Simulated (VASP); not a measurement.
Wanted: the native input for a VASP 6.6.1 run.

| Quantity | Value |
| --- | --- |
| Task | relaxation of cell and atoms |
| Functional | revPBE |
| Dispersion | D4 |
| Potentials or basis | VASP PAW PBE potentials, release 64 (Rb_sv) |
| Cutoff | 600 eV |
| k mesh | 7 × 7 × 7 |
| Occupations | fermi-dirac, width 0.05 eV |
| Spin | no spin polarisation |
| Dipole correction | no |
| Further INCAR settings | ALGO = Normal; EDIFF = 1e-06; IBRION = 2; EDIFFG = -0.02; NSW = 80; ISIF = 3 |

The structure of Rb lies in POSCAR:

```
Rb
1.0
   -2.8025000000      2.8025000000      2.8025000000
    2.8025000000     -2.8025000000      2.8025000000
    2.8025000000      2.8025000000     -2.8025000000
Rb
1
Direct
    0.0000000000      0.0000000000      0.0000000000
```

One way to write it, as run:

INCAR

```
SYSTEM = Rb
PREC = Accurate
ENCUT = 600
EDIFF = 1E-6
ISMEAR = -1
SIGMA = 0.05
LREAL = .FALSE.
LASPH = .TRUE.
NELM = 80
ALGO = Normal
ISIF = 3
LWAVE = .FALSE.
LCHARG = .FALSE.
GGA = RE
IVDW = 13
IBRION = 2
NSW = 80
EDIFFG = -0.02
```

KPOINTS

```
Automatic mesh
0
G
  7 7 7
  0 0 0
```

Potentials or basis: VASP PAW PBE potentials, release 64 (Rb_sv).

Launch:

```sh
$ cat potpaw_PBE.64/Rb_sv/POTCAR > POTCAR
$ mpirun -np 1 vasp_std > vasp.out
```

Results of the run:

The relaxed volume is 93.49 Å³/atom, the relaxed cell is a = 4.952 Å, b = 4.952 Å, c = 4.952 Å, α = 109.47°, β = 109.47°, γ = 109.47° and the space group after relaxing (to 0.05 Å) is Im-3m (No. 229). The energy gained by relaxing is 3.6 meV/atom and the ionic steps are 3. The pressure after relaxing is 0.0 GPa. The dispersion energy per atom is -0.083 eV.

Caveat: the PAW data sets were made with another functional, which shifts forces and pressure a little; pairwise dispersion overbinds metals, which lowers pressure and volume.

Run time: 40 s on 1 thread of Intel(R) Xeon(R) Platinum 8488C (Sapphire Rapids), on a shared host, peak memory 0.24 GiB.
